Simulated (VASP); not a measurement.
A run of VASP 6.6.1 is set up as follows.

Contents of INCAR:

```
PREC = Accurate
ENCUT = 520
EDIFF = 1E-6
ISMEAR = 0
SIGMA = 0.1
LREAL = Auto
LASPH = True
NELM = 60
ALGO = Normal
ISIF = 2
LWAVE = False
LCHARG = True
GGA = PS
LELF = True
LVHAR = True
NBANDS = 111
ISYM = 0
```

KPOINTS

```
Automatic mesh
0
Gamma
  2 2 1
  0.5 0.5 0
```

Contents of POSCAR:

```
Sn8Se13
1.0
    7.5351192621     -0.3906806023      0.4187573747
   -3.4292203047     -6.5696847895     -0.2091002788
   -0.6740344982      0.0005174537    -11.7563797311
Sn Se
8 13
Direct
   -0.0014762098      0.5312572651      0.5152473793
    0.9899899663      0.5029929096      0.9747809944
    0.4771715301      0.4935508244      0.4841614464
    0.4877880262      0.4840172490      0.0473815449
    0.9502945827      0.0211178583      0.4493659936
    1.0609787034      0.9986470025      0.0402048088
    0.4466640422      0.9785560389      0.5230619168
    0.5649378610      0.0231819496      0.9721686240
    0.8801603975      0.1428430774      0.8645965202
    0.3302731564      0.1589423343      0.3552470992
    0.3628386829      0.2146328016      0.8761443625
    0.7912788828      0.6217290988      0.3511888589
    0.2890556367      0.6830183123      0.3624236757
    0.3659460972      0.6675794731      0.8766206352
    0.1664367739      0.3566197955      0.1511219631
    0.1747849539      0.3330199111      0.6217962163
    0.6910020550      0.2902810794      0.1427074379
    0.6695798731      0.3304043476      0.6304082083
    0.1253728479      0.8661862651      0.6286623854
    0.6878373313      0.8407808477      0.1465165474
    0.6640614814      0.8130517033      0.6227698953
```

Potentials or basis: VASP PAW PBE potentials, release 64 (Sn_d, Se).

The run is started by

```console
$ cat potpaw_PBE.64/Sn_d/POTCAR potpaw_PBE.64/Se/POTCAR > POTCAR
$ mpirun -np 1 vasp_std > vasp.out
```

Task: What does it give for the band gap on the k mesh?

Result: 0.67 eV.

Task: What does it give for the pressure?

Result: 0.1 GPa.

Forces in eV/Å, atoms in the order of the input:
```
Sn  -0.005  0.027 -0.009
Sn  -0.005 -0.035  0.023
Sn   0.005 -0.008  0.018
Sn   0.010 -0.006 -0.005
Sn  -0.019  0.004  0.003
Sn   0.004  0.024  0.002
Sn   0.019  0.011 -0.004
Sn  -0.002  0.005 -0.004
Se   0.009  0.001  0.020
Se  -0.005  0.003  0.020
Se   0.002  0.001  0.010
Se   0.002 -0.002  0.000
Se  -0.004 -0.005  0.005
Se  -0.010  0.001  0.012
Se  -0.001 -0.013 -0.026
Se  -0.005  0.005 -0.002
Se  -0.008  0.009 -0.018
Se  -0.003 -0.005 -0.015
Se   0.007 -0.008 -0.009
Se  -0.003 -0.011 -0.010
Se   0.011  0.002 -0.010
```

Caveat: the k points lie up to 0.54 Å⁻¹ apart; the PAW data sets were made with another functional, which shifts forces and pressure a little; spin-orbit coupling is left out, which moves the levels of the heavy elements; a shifted mesh leaves out Γ, where band edges can lie. A k mesh can miss the band edges.
